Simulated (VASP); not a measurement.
Set up this calculation in VASP 6.6.1, as the native input.

```yaml
Task: single point
Functional: PBEsol
Potentials_or_basis: VASP PAW PBE potentials, release 64 (Mg)
Cutoff: 520 eV
k_mesh: 18 × 18 × 4
Occupations: gaussian, width 0.1 eV
Spin: no spin polarisation
Dipole_correction: no
Further_INCAR_settings: ALGO = Normal; EDIFF = 1e-06; NBANDS = 12
```

The structure of Mg lies in POSCAR:

```
Mg
1.0
    3.1894842201      0.0000000000      0.0000000000
   -1.5947421101      2.7621743596      0.0000000000
    0.0000000000      0.0000000000     10.2519884666
Mg
4
Direct
    0.0000000000      0.0000000000      0.0000000000
    0.3333333333      0.6666666667      0.2500000000
    0.0000000000      0.0000000000      0.5000000000
    0.6666666667      0.3333333333      0.7500000000
```

These files were run (other wordings do the same):

INCAR

```
ALGO = Normal
EDIFF = 1E-6
ENCUT = 520
GGA = PS
ISIF = 2
ISMEAR = 0
LASPH = True
LCHARG = True
LELF = True
LREAL = False
LVHAR = True
LWAVE = False
NBANDS = 12
NELM = 80
PREC = Accurate
SIGMA = 0.1
```

KPOINTS

```
k-points
0
Gamma
  18 18 4
```

Potentials or basis: VASP PAW PBE potentials, release 64 (Mg).

The run is started by

```console
$ cat potpaw_PBE.64/Mg/POTCAR > POTCAR
$ mpirun -np 1 vasp_std > vasp.out
```

It gave:

```
Pressure               : -0.1 GPa
Band gap on the k mesh : zero (bands 4 and 5 overlap by 2.14 eV)
```

Caveat: the PAW data sets were made with another functional, which shifts forces and pressure a little.

It took 31 s on 1 thread of Intel(R) Xeon(R) 6975P-C (Granite Rapids), with other jobs on the host, peak memory 0.26 GiB.
